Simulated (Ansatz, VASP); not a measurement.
P: VASP beside Ansatz

The input INCAR:

```
SYSTEM = P
  PREC = Accurate
  ENCUT = 600
  EDIFF = 1E-6
  ISMEAR = 0
  SIGMA = 0.1
  LREAL = .False.
  LASPH = .True.
  NELM = 80
  ALGO = Normal
  ISIF = 3
  LWAVE = .False.
  LCHARG = .False.
  GGA = PE
  IBRION = 2
  NSW = 90
  EDIFFG = -0.04
```

File KPOINTS:

```
regular mesh
0
Gamma
  4 4 8
  0 0 0
```

The input POSCAR:

```
P
1.0
    5.6366924400      0.0000000000      0.0000000000
    0.0000000000      5.6366924400      0.0000000000
    0.0000000000      0.0000000000      2.2339814700
P
6
Direct
    0.5000000000      0.5000000000      0.0000000000
    0.0000000000      0.0000000000      0.0000000000
    0.8631799800      0.6368200200      0.0000000000
    0.1368200200      0.3631799800      0.0000000000
    0.6368200200      0.1368200200      0.0000000000
    0.3631799800      0.8631799800      0.0000000000
```

Input for Ansatz:

```yaml
crystal:
  lattice:
    - [5.63669244, 0.0, 0.0]
    - [0.0, 5.63669244, 0.0]
    - [0.0, 0.0, 2.23398147]
  atoms:
    - { symbol: P, position: [0.5, 0.5, 0.0] }
    - { symbol: P, position: [0.0, 0.0, 0.0] }
    - { symbol: P, position: [0.86317998, 0.63682002, 0.0] }
    - { symbol: P, position: [0.13682002, 0.36317998, 0.0] }
    - { symbol: P, position: [0.63682002, 0.13682002, 0.0] }
    - { symbol: P, position: [0.36317998, 0.86317998, 0.0] }
basis:
  ecutwfc: 420
kpoints:
  mp_grid: { grid: [4, 4, 8] }
hamiltonian:
  xc: pbe
scf:
  occupations: { method: gaussian, width: 0.1 }
  lower_state_search: "off"
output:
  forces: true
  stress: true
  eigenvalues: true
relax:
  adjacent_minimum: "off"
  f_tol: 0.04
  max_steps: 70
  cell: { stress_tol: 0.4 }
```

Alike in both runs: task relaxation of cell and atoms; functional PBE; k mesh 4 × 4 × 8; occupations gaussian, width 0.1 eV; no spin polarisation.

|  | VASP | Ansatz |
| --- | --- | --- |
| version | VASP 6.6.1 | Ansatz 0.2.0 |
| potentials or method | VASP PAW PBE potentials, release 64 (P), cutoff 600 eV | scalar-relativistic, plane waves, PAW |
| valence electrons in the cell | 30 | 30 |

```tsv
	VASP	Ansatz	Ansatz less VASP
gap on the k mesh at the Fermi level, each at its own relaxed structure (eV)	none	none	-
relaxed volume (Å³/atom)	15.77	15.82	+0.053
relaxed cell length with the largest relative difference (Å)	6.170	6.177	+0.0072
```

A gap of «none» marks a metal or a gap that the smearing closes.

Noted on VASP's run: the volume moved by over 15 % at a fixed basis, so the end points are rough.
